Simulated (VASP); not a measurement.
Runs of VASP 6.6.1 on HfN. It takes space group Fm-3m (No. 225, cubic). The conventional cell has a = 4.512 Å, b = 4.512 Å, c = 4.512 Å, α = 90.00°, β = 90.00°, γ = 90.00°. Within 3.0 Å of Hf (site symmetry m-3m) lie 6 N at 2.26 Å. Within 3.0 Å of N (site symmetry m-3m) lie 6 Hf at 2.26 Å. 

```tsv
smearing	gap on the mesh (eV)	pressure (GPa)
fermi-dirac 0.1 eV	none	0.2
fermi-dirac 0.2 eV	none	0.4
fermi-dirac 0.3 eV	none	0.7
fermi-dirac 0.5 eV	none	(a)
```

Alike in all rows: task single point; level r2SCAN; potentials or basis VASP PAW PBE potentials, release 64 (Hf_pv, N); no spin polarisation; cell as given; k mesh 7 × 7 × 7; cutoff (eV) 520.

**Question.** Estimate the missing entries.

**Answer.** (a) 1.8.

Caveats: the PAW data sets were made with another functional, which shifts forces and pressure a little; spin-orbit coupling is left out, which moves the levels of the heavy elements.

A k mesh can miss the band edges, and the runs leave out spin-orbit coupling on Hf.

A gap of «none» marks levels without a gap at the run's occupations.
